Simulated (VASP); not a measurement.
Runs of VASP 6.6.1 on ZnAg2S2. The structure is that of space group P-6m2 (No. 187), or close to it. The cells are those of the table. 

| task | spin | cell | k mesh | cutoff (eV) | gap on the mesh (eV) | pressure (GPa) | moment (μB) | relaxed volume (Å³/atom) | largest force (eV/Å) |
| --- | --- | --- | --- | --- | --- | --- | --- | --- | --- |
| single point | off | a = 4.342, b = 4.342, c = 5.954 Å, angles 90.0, 90.0, 120.0°, 5 atoms | 6 × 6 × 4 | 520 | none | 0.0 | - | - | 0.04 |
| single point | collinear, ferromagnetic start | a = 4.280, b = 4.280, c = 8.013 Å, angles 90.0, 90.0, 120.0°, 5 atoms | 6 × 6 × 2 | 520 | none | (b) | 0.92 | - | 0.24 |
| relaxation of cell and atoms | off | relaxed from a = 4.464, b = 4.464, c = 5.549 Å, angles 90.0, 90.0, 120.0°, 5 atoms | 6 × 6 × 4 | 600 | none | 0.1 | - | 19.43 | 0.04 |
| single point | collinear, ferromagnetic start | a = 4.464, b = 4.464, c = 5.549 Å, angles 90.0, 90.0, 120.0°, 5 atoms | 6 × 6 × 2 | 520 | none | -0.1 | 0.00 | - | 0.02 |
| single point | off | a = 4.280, b = 4.280, c = 8.013 Å, angles 90.0, 90.0, 120.0°, 5 atoms | 6 × 6 × 2 | 520 | none | -6.9 | - | - | (a) |
| relaxation of cell and atoms | off | relaxed from a = 4.342, b = 4.342, c = 5.954 Å, angles 90.0, 90.0, 120.0°, 5 atoms | 12 × 12 × 6 | 600 | none | 0.0 | - | 19.27 | 0.01 |

Alike in all rows: level PBE; potentials or basis VASP PAW PBE potentials, release 64 (Zn, Ag, S); smearing gaussian 0.1 eV.

Question: Estimate the missing entries.

Answer: (a) 0.18; (b) -6.7.

Caveats: some runs use coarse meshes.

A k mesh can miss the band edges, and the runs leave out spin-orbit coupling on Ag.

A gap of «none» marks levels without a gap at the run's occupations.
